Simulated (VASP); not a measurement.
Write the native input for VASP 6.6.1 that does the following.

- Task: single point
- Functional: PBEsol
- Potentials or basis: VASP PAW PBE potentials, release 64 (Pt, Se)
- Cutoff: 520 eV
- k mesh: 8 × 8 × 5
- Occupations: fermi-dirac, width 0.05 eV
- Spin: no spin polarisation
- Dipole correction: no
- Further INCAR settings: ALGO = Normal; EDIFF = 1e-06; NBANDS = 18

The structure of PtSe2 (Sudovikovite) lies in POSCAR:

```
PtSe2
1.0
    3.7970381507      0.0000000000      0.0000000000
   -1.8985190754      3.2883314977      0.0000000000
    0.0000000000      0.0000000000      5.1612801071
Pt Se
1 2
Direct
    0.0000000000      0.0000000000      0.0000000000
    0.6666666667      0.3333333333      0.7500000000
    0.3333333333      0.6666666667      0.2500000000
```

One way to write it, as run:

INCAR

```
ALGO = Normal ; EDIFF = 1E-6
ENCUT = 520 ; GGA = PS
ISIF = 2 ; ISMEAR = -1
LASPH = T ; LCHARG = T
LELF = T ; LREAL = F
LVHAR = T ; LWAVE = F
NBANDS = 18 ; NELM = 80
PREC = Accurate ; SIGMA = 0.05
```

KPOINTS

```
k-points
0
Gamma
  8 8 5
```

Potentials or basis: VASP PAW PBE potentials, release 64 (Pt, Se).

The run is started by

```sh
$ cat potpaw_PBE.64/Pt/POTCAR potpaw_PBE.64/Se/POTCAR > POTCAR
$ mpirun -np 1 vasp_std > vasp.out
```

It gave:

| Quantity | Value |
| --- | --- |
| Pressure | -4.8 GPa |
| Largest force | 0.321 eV/Å |
| Band gap on the k mesh | zero (band 11 reaches 6.00 eV, above the bottom of band 12 at 5.68 eV) |

Caveat: the PAW data sets were made with another functional, which shifts forces and pressure a little; spin-orbit coupling is left out, which moves the levels of the heavy elements.

It took 24 s on 1 thread of Intel(R) Xeon(R) Platinum 8488C (Sapphire Rapids), with other jobs on the host, peak memory 0.2 GiB.
